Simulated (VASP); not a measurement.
# Al12O in VASP: a series of runs

Al12O is run at these levels: LDA; tasks: relaxation of the atoms.

All numbers are computed with VASP 6.6.1; they aren't measurements. Logs are shortened: lines on timing, memory, paths and dates and some standing lists are left out, and cuts for length are marked.

## (1) The cell of the first run

The cell holds a slab with vacuum, 13 atoms: a = 5.634 Å, b = 5.634 Å, c = 20.032 Å, α = 90.00°, β = 90.00°, γ = 120.00°.

## (2) Relaxation of the atoms, LDA

INCAR

```
PREC = Accurate
ENCUT = 520
EDIFF = 1E-6
ISMEAR = 0
SIGMA = 0.1
LREAL = F
LASPH = T
NELM = 100
ALGO = Normal
ISIF = 2
LWAVE = F
LCHARG = F
LDIPOL = T
IDIPOL = 3
DIPOL = 0.5 0.5 0.324
IBRION = 2
NSW = 36
EDIFFG = -0.025
```

KPOINTS

```
regular mesh
0
Gamma
  6 6 1
```

POSCAR

```
Al12O
1.0
    5.6336864727      0.0000000000      0.0000000000
   -2.8168432363      4.8789156023      0.0000000000
    0.0000000000      0.0000000000     20.0321727095
Al O
12 1
Selective dynamics
Direct
    0.3333333333      0.1666666667      0.1996787896  F F F
    0.3333333333      0.6666666667      0.1996787896  F F F
    0.8333333333      0.1666666667      0.1996787896  F F F
    0.8333333333      0.6666666667      0.1996787896  F F F
    0.1666666667      0.3333333333      0.3128097176  F F F
    0.1666666667      0.8333333333      0.3128097176  F F F
    0.6666666667      0.3333333333      0.3128097176  F F F
    0.6666666667      0.8333333333      0.3128097176  F F F
    0.0000000000      0.0000000000      0.4259234799  F F F
    0.0000000000      0.5000000000      0.4259234799  F F F
    0.5000000000      0.0000000000      0.4259234799  F F F
    0.5000000000      0.5000000000      0.4259234799  F F F
    0.1666666667      0.3333333333      0.4592922940  F F T
```

Potentials or basis: VASP PAW LDA potentials, release 64 (Al, O).

Launch:

```bash
$ cat potpaw_LDA.64/Al/POTCAR potpaw_LDA.64/O/POTCAR > POTCAR
$ mpirun -np 1 vasp_std > vasp.out
```

OUTCAR:

```text
PREC = Accurate
   ENCUT = 520
   EDIFF = 1E-6
   ISMEAR = 0
   LREAL = F
   LASPH = T
   NELM = 100
   ISIF = 2
   IBRION = 2
   NSW = 36
   EDIFFG = -0.025

 ion  position               nearest neighbor table
   1  0.333  0.167  0.200-   5 2.79   6 2.79   7 2.79   2 2.82   2 2.82   3 2.82   3 2.82   4 2.82
                             4 2.82
   2  0.333  0.667  0.200-   6 2.79   5 2.79   8 2.79   1 2.82   1 2.82   4 2.82   4 2.82   3 2.82
                             3 2.82
   3  0.833  0.167  0.200-   7 2.79   8 2.79   5 2.79   4 2.82   4 2.82   1 2.82   1 2.82   2 2.82
                             2 2.82
   4  0.833  0.667  0.200-   8 2.79   7 2.79   6 2.79   3 2.82   3 2.82   2 2.82   2 2.82   1 2.82
                             1 2.82
   5  0.167  0.333  0.313-   9 2.79  12 2.79  10 2.79   1 2.79   2 2.79   3 2.79   6 2.82   6 2.82
                             7 2.82   7 2.82   8 2.82   8 2.82
   6  0.167  0.833  0.313-  10 2.79  11 2.79   9 2.79   2 2.79   1 2.79   4 2.79   5 2.82   5 2.82
                             8 2.82   8 2.82   7 2.82   7 2.82
   7  0.667  0.333  0.313-  11 2.79  10 2.79  12 2.79   3 2.79   4 2.79   1 2.79   8 2.82   8 2.82
                             5 2.82   5 2.82   6 2.82   6 2.82
   8  0.667  0.833  0.313-  12 2.79   9 2.79  11 2.79   4 2.79   3 2.79   2 2.79   7 2.82   7 2.82
                             6 2.82   6 2.82   5 2.82   5 2.82
   9  0.000  0.000  0.426-  13 1.76   5 2.79   8 2.79   6 2.79  10 2.82  10 2.82  11 2.82  11 2.82
                            12 2.82  12 2.82
  10  0.000  0.500  0.426-  13 1.76   6 2.79   7 2.79   5 2.79   9 2.82   9 2.82  12 2.82  12 2.82
                            11 2.82  11 2.82
  11  0.500  0.000  0.426-   7 2.79   6 2.79   8 2.79  12 2.82  12 2.82   9 2.82   9 2.82  10 2.82
                            10 2.82
  12  0.500  0.500  0.426-  13 1.76   8 2.79   5 2.79   7 2.79  11 2.82  11 2.82  10 2.82  10 2.82
                             9 2.82   9 2.82
  13  0.167  0.333  0.459-   9 1.76  12 1.76  10 1.76

  LATTYP: Found a hexagonal cell.
 ALAT       =     5.6336864727
 C/A-ratio  =     3.5557840868

  Lattice vectors:

 A1 = (   5.6336864727,   0.0000000000,   0.0000000000)
 A2 = (  -2.8168432363,   4.8789156023,   0.0000000000)
 A3 = (   0.0000000000,   0.0000000000,  20.0321727095)

Analysis of symmetry for initial positions (statically):
=====================================================================
 Subroutine PRICEL returns:
 Original cell was already a primitive cell.

 Routine SETGRP: Setting up the symmetry group for a
 hexagonal supercell.

 Subroutine GETGRP returns: Found  6 space group operations
 (whereof  2 operations were pure point group operations)
 out of a pool of 24 trial point group operations.

The static configuration has the point symmetry C_1h.
 The point group associated with its full space group is C_3v.

Analysis of symmetry for dynamics (positions and initial velocities):
=====================================================================
 Subroutine PRICEL returns:
 Original cell was already a primitive cell.

 Routine SETGRP: Setting up the symmetry group for a
 hexagonal supercell.

 Subroutine GETGRP returns: Found  6 space group operations
 (whereof  2 operations were pure point group operations)
 out of a pool of 24 trial point group operations.

The dynamic configuration has the point symmetry C_1h.
 The point group associated with its full space group is C_3v.

Analysis of constrained symmetry for selective dynamics:
=====================================================================
 Subroutine PRICEL returns:
 Original cell was already a primitive cell.

 Routine SETGRP: Setting up the symmetry group for a
 hexagonal supercell.

 Subroutine GETGRP returns: Found  6 space group operations
 (whereof  2 operations were pure point group operations)
 out of a pool of 24 trial point group operations.

The constrained configuration has the point symmetry C_1h.
 The point group associated with its full space group is C_3v.

 Subroutine INISYM returns: Found  6 space group operations
 (whereof  2 operations are pure point group operations),
 and found     1 'primitive' translations

[... 94 lines left out ...]
   LSORBIT =      F    spin-orbit coupling
   LASPH  =      T    aspherical Exc in radial PAW
   ENCUT  =  520.0 eV  38.22 Ry    6.18 a.u.  10.47 10.47 37.25*2*pi/ulx,y,z
   NELM   =    100;   NELMIN=  2; NELMDL= -5     # of ELM steps
   EDIFF  = 0.1E-05   stopping-criterion for ELM
   LREAL  =      F    real-space projection
   EDIFFG = -.3E-01   stopping-criterion for IOM
   NSW    =     36    number of steps for IOM
   IBRION =      2    ionic relax: 0-MD 1-quasi-New 2-CG
   NFREE  =      1    steps in history (QN), initial steepest desc. (CG)
   ISIF   =      2    stress and relaxation
   ISYM   =      2    0-nonsym 1-usesym 2-fastsym
   POTIM  = 0.5000    time-step for ionic-motion
   TEBEG  =    0.0;   TEEND  =   0.0 temperature during run
   PSTRESS=    0.0 pullay stress
   NELECT =      42.0000    total number of electrons
   NUPDOWN=      -1.0000    fix difference up-down
   EMIN   =  10.00;   EMAX   =-10.00  energy-range for DOS
   EFERMI =   0.00;   METHOD = LEGACY
   ISMEAR =     0;   SIGMA  =   0.10  broadening in eV -4-tet -1-fermi 0-gaus
   EFERMI_NEDOS =   21; number of points for ismear=-14 and -15
   IALGO  =     38    algorithm
   IMIX   =      4    mixing-type and parameters
     AMIX     =   0.40;   BMIX     =  1.00
     AMIX_MAG =   1.60;   BMIX_MAG =  1.00
  volume/ion in A,a.u.               =      42.35       285.82
  Fermi-wavevector in a.u.,A,eV,Ry     =   0.694294  1.312025  6.558604  0.482044
  Thomas-Fermi vector in A             =   1.776747
   LORBIT       =      0    0 simple, 1 ext, 2 COOP (PROOUT), +10 PAW based schemes
   GGA     = CA    functional components
   LHFCALC =     F    Hartree Fock is set to
   AEXX    =    0.0000 exact exchange contribution
   IVDW    =     0    specifies the selected vdW correction
   LEPSILON=     F    determine dielectric tensor
   LRPA    =     F    only Hartree local field effects (RPA)
 conjugate gradient relaxation of ions
 non-spin polarized calculation
 Gauss-broadening in eV      SIGMA  =   0.10
  energy-cutoff  :      520.00
  volume of cell :      550.61
 maximum number of plane-waves:     14919
 NGX is ok and might be reduce to    42
   NGX = 21   NGY = 21   NGZ = 75

--------------------------------------- Ionic step        1  -------------------------------------------

 number of electron      42.0000003 magnetization

 Free energy of the ion-electron system (eV)
  ---------------------------------------------------
  ext. energy  EPLUGINS =         0.00000000
  ---------------------------------------------------
  free energy    TOTEN  =       -56.45610320 eV

  energy without entropy =      -56.40801248  energy(sigma->0) =      -56.43205784

------------------------ aborting loop because EDIFF is reached ----------------------------------------

  FORCE on cell =-STRESS in cart. coord.  units (eV):
  Direction    XX          YY          ZZ          XY          YZ          ZX
  --------------------------------------------------------------------------------------
  -------------------------------------------------------------------------------------
  Total       -0.3361390     -0.3361390      3.8392876     -0.0000000      0.0000000      0.0000000
  in kB       -0.9781049     -0.9781049     11.1716467     -0.0000000      0.0000000      0.0000000
  external PRESSURE =       3.0718123 kB  Pullay stress =       0.0000000 kB
[... 36 lines left out ...]
 number of electron      42.0000003 magnetization

------------------------ aborting loop because EDIFF is reached ----------------------------------------

 vacuum level on the upper side and lower side of the slab       (xc-potential included)        -0.011        -0.024

  FORCE on cell =-STRESS in cart. coord.  units (eV):
  Direction    XX          YY          ZZ          XY          YZ          ZX
  --------------------------------------------------------------------------------------
  -------------------------------------------------------------------------------------
  Total       -1.8588779     -1.8588779      3.0390842     -0.0000000      0.0000000     -0.0000000
  in kB       -5.4090054     -5.4090054      8.8431965     -0.0000000      0.0000000     -0.0000000
  external PRESSURE =      -0.6582715 kB  Pullay stress =       0.0000000 kB
[... 28 lines left out ...]
  FREE ENERGIE OF THE ION-ELECTRON SYSTEM (eV)
  ---------------------------------------------------
  free  energy   TOTEN  =       -56.6104269888 eV

  energy  without entropy=      -56.5673011624  energy(sigma->0) =      -56.58886408

 dipolmoment           0.000000      0.000000     -0.000626 electrons x Angstroem

--------------------------------------- Ionic step        3  -------------------------------------------

 number of electron      42.0000003 magnetization

------------------------ aborting loop because EDIFF is reached ----------------------------------------
[... 42 lines left out ...]
--------------------------------------- Ionic step        4  -------------------------------------------

 number of electron      42.0000001 magnetization

 dipolmoment           0.000000      0.000000      0.026868 electrons x Angstroem

 Free energy of the ion-electron system (eV)
  ---------------------------------------------------
  ext. energy  EPLUGINS =         0.00000000
  ---------------------------------------------------
  free energy    TOTEN  =       -56.66855129 eV

  energy without entropy =      -56.63034802  energy(sigma->0) =      -56.64944966

 E-fermi :   0.2948     XC(G=0):  -4.6125

 val. band max:        0.2486866053   @ k =   0.3333  -0.0000   0.0000
 cond. band min:       0.3083382145   @ k =   0.5000  -0.0000   0.0000
 fundamental gap:      0.0596516092
 Fermi energy:         0.2948014846

 k-point     1 :       0.0000    0.0000    0.0000
  band No.  band energies     occupation
      1     -19.8427      2.00000
      2     -10.5293      2.00000
      3      -8.6329      2.00000
      4      -6.8117      2.00000
      5      -6.8117      2.00000
      6      -5.7675      2.00000
[... 206 lines left out ...]
     27       2.8182      0.00000
     28       2.8992      0.00000

------------------------ aborting loop because EDIFF is reached ----------------------------------------

 vacuum level on the upper side and lower side of the slab       (xc-potential included)         0.017        -0.190

  FORCE on cell =-STRESS in cart. coord.  units (eV):
  Direction    XX          YY          ZZ          XY          YZ          ZX
  --------------------------------------------------------------------------------------
  -------------------------------------------------------------------------------------
  Total       -3.2285220     -3.2285220      1.9577972     -0.0000000     -0.0000000     -0.0000000
  in kB       -9.3944270     -9.3944270      5.6968431     -0.0000000     -0.0000000     -0.0000000
  external PRESSURE =      -4.3640036 kB  Pullay stress =       0.0000000 kB
[... 28 lines left out ...]
  FREE ENERGIE OF THE ION-ELECTRON SYSTEM (eV)
  ---------------------------------------------------
  free  energy   TOTEN  =       -56.6685512931 eV

  energy  without entropy=      -56.6303480233  energy(sigma->0) =      -56.64944966

 reached required accuracy - stopping structural energy minimisation

 vacuum level on the upper side and lower side of the slab         4.497         4.280
```

It took 9.1 min on 1 thread of Intel Xeon Platinum 8488C (Sapphire Rapids), shared host; peak memory 0.48 GiB.

What came out:

```yaml
Free_energy: -56.6686 eV
Energy_gained_by_relaxing: 16.3 meV/atom
Ionic_steps: 4
Band_gap_on_the_k_mesh: zero (bands 21 and 22 overlap by 0.45 eV)
```

Step by step:
```csv
step,energy change (eV),largest force on free atoms (eV/Å),pressure (GPa)
1,0.0000,2.0349,0.31
2,-0.1543,1.0911,-0.07
3,-0.2123,0.0471,-0.42
4,-0.2124,0.0018,-0.44
```

Final structure:
```
Al O
1.0
     5.63369    0.00000    0.00000
    -2.81684    4.87892    0.00000
     0.00000    0.00000   20.03217
Al O
12 1
Direct
  0.33333 0.16667 0.19968
  0.33333 0.66667 0.19968
  0.83333 0.16667 0.19968
  0.83333 0.66667 0.19968
  0.16667 0.33333 0.31281
  0.16667 0.83333 0.31281
  0.66667 0.33333 0.31281
  0.66667 0.83333 0.31281
  0.00000 0.00000 0.42592
  0.00000 0.50000 0.42592
  0.50000 0.00000 0.42592
  0.50000 0.50000 0.42592
  0.16667 0.33333 0.46949
```

## (3) Relaxation of the atoms, LDA

INCAR

```
ALGO = Normal
DIPOL = 0.5 0.5 0.329
EDIFF = 1E-6
EDIFFG = -0.025
ENCUT = 520
GGA = CA
IBRION = 2
IDIPOL = 3
ISIF = 2
ISMEAR = 0
LASPH = True
LCHARG = False
LDIPOL = True
LREAL = False
LWAVE = False
NELM = 80
NSW = 36
PREC = Accurate
SIGMA = 0.1
```

KPOINTS

```
k-points
0
Gamma
  6 6 1
```

Edit POSCAR of step 2 so:

```diff
@@ -21,2 +21,2 @@
     0.5000000000      0.5000000000      0.4259234799  F F F
-    0.1666666667      0.3333333333      0.4592922940  F F T
+    0.0000000000      0.0000000000      0.5197725110  F F T
```

Potentials or basis: VASP PAW LDA potentials, release 64 (Al, O).

Launch:

```bash
$ cat potpaw_LDA.64/Al/POTCAR potpaw_LDA.64/O/POTCAR > POTCAR
$ mpirun -np 1 vasp_std > vasp.out
```

Wall time 31 min (1 thread of Intel Xeon 8259CL, shared host); peak memory 0.49 GiB.

Results (log left out):

```
Free energy               : -53.9147 eV
Energy gained by relaxing : 41.5 meV/atom
Ionic steps               : 16
Band gap on the k mesh    : zero (bands 21 and 22 overlap by 0.72 eV)
```

The path:
```
step  energy change (eV)  largest force on free atoms (eV/Å)  pressure (GPa)
   1              0.0000                              3.9715           -1.28
   2             -0.5250                              0.9114           -0.66
   3             -0.5395                              0.0870           -0.48
   4             -0.5395                              0.0582           -0.51
   5             -0.5395                              0.0557           -0.51
   6             -0.5395                              0.0515           -0.51
   7             -0.5395                              0.0517           -0.51
   8             -0.5395                              0.0519           -0.51
   9             -0.5395                              0.0513           -0.51
  10             -0.5395                              0.0509           -0.51
  11             -0.5395                              0.0501           -0.51
  12             -0.5395                              0.0485           -0.51
  13             -0.5395                              0.0444           -0.51
  14             -0.5396                              0.0403           -0.50
  15             -0.5396                              0.0271           -0.50
  16             -0.5396                              0.0023           -0.50
```

Final structure:
```
Al O
1.0
     5.63369    0.00000    0.00000
    -2.81684    4.87892    0.00000
     0.00000    0.00000   20.03217
Al O
12 1
Cartesian
  1.4084 0.8132 4.0000
  0.0000 3.2526 4.0000
  4.2253 0.8132 4.0000
  2.8168 3.2526 4.0000
  0.0000 1.6263 6.2663
  -1.4084 4.0658 6.2663
  2.8168 1.6263 6.2663
  1.4084 4.0658 6.2663
  0.0000 0.0000 8.5322
  -1.4084 2.4395 8.5322
  2.8168 0.0000 8.5322
  1.4084 2.4395 8.5322
  0.0000 0.0000 10.1894
```

Levels at points of the mesh, in eV from the Fermi level:
```
           k point  band 19  band 20  band 21  band 22  band 23  band 24
(0.00, 0.00, 0.00)    -1.51    -1.51    -0.18    -0.18    -0.14     0.49
(0.50, 0.00, 0.00)    -0.44    -0.39    -0.09     0.03     1.03     1.25
```

The gap in the log of VASP goes by the Fermi energy; the results here count the filled bands.